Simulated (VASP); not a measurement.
HfN:

```
CELL_PARAMETERS angstrom
1.59345 -2.64551 0.00000
1.59345 2.64551 0.00000
0.00000 0.00000 5.47778
ATOMIC_POSITIONS crystal
Hf 0.83306 0.16694 0.75000
Hf 0.16694 0.83306 0.25000
N 0.50000 0.50000 0.50000
N 0.50000 0.50000 0.00000
```

| Quantity | Value |
| --- | --- |
| Program | VASP 6.6.1 |
| Task | relaxation of cell and atoms |
| Functional | PBE |
| Potentials or basis | VASP PAW PBE potentials, release 64 (Hf_pv, N) |
| Cutoff | 600 eV |
| k mesh | 6 × 6 × 4 |
| Occupations | gaussian, width 0.1 eV |
| Spin | no spin polarisation |

At the start: pressure 3.4 GPa; volume 11.55 Å³/atom.

Problem. How do energy, volume and symmetry change on relaxing?

Solution. Over 5 steps the energy falls by 15.2 meV/atom and the volume is 11.68 Å³/atom (+1.2 %); space group P6_3/mmc (No. 194, to 0.05 Å).

Step by step:
```
step  energy change (eV)  largest force (eV/Å)  pressure (GPa)  volume (Å³)
   1              0.0000                0.0441            3.37        46.18
   2             -0.0349                0.0713           -5.68        47.79
   3             -0.0551                0.0056           -2.52        47.18
   4             -0.0540                0.0493            2.88        46.23
   5             -0.0607                0.0293            0.02        46.72
```

Final structure:
```
Hf N
1.0
     1.57411   -2.72463    0.00000
     1.57411    2.72463    0.00000
     0.00000    0.00000    5.44675
Hf N
2 2
Direct
  0.83280 0.16720 0.75000
  0.16720 0.83280 0.25000
  0.50000 0.50000 0.50000
  0.50000 0.50000 0.00000
```

Caveat: the k points lie up to 0.38 Å⁻¹ apart in the final cell.
